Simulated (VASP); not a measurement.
The system is GaSb.

```xyz
2
Lattice="0.0000 3.0659 3.1885 3.0659 0.0000 3.1885 3.0659 3.0659 0.0000" Properties=species:S:1:pos:R:3 pbc="T T T"
Ga    0.0000    0.0000    0.0000
Sb    1.5329    1.5329    1.5943
```

This cell differs from its parent crystal: uniaxial z strain +4.0%.

Base run:

* Program: VASP 6.6.1
* Functional: r2SCAN
* Potentials or basis: VASP PAW PBE potentials, release 64 (Ga_d, Sb)
* Cutoff: 520 eV
* k mesh: 8 × 8 × 8
* Occupations: fermi-dirac, width 0.02 eV
* Spin: no spin polarisation

Its results: pressure -1.8 GPa.

The run is repeated on the same cell with these changes: functional from r2SCAN to PBE; further incar settings from ALGO = Normal; EDIFF = 1e-07; NBANDS = 16 to ALGO = Normal; EDIFF = 1e-06; NBANDS = 16. What comes out?

Pressure 0.1 GPa.

Caveats: the PAW data sets were made with another functional, which shifts forces and pressure a little (some runs).
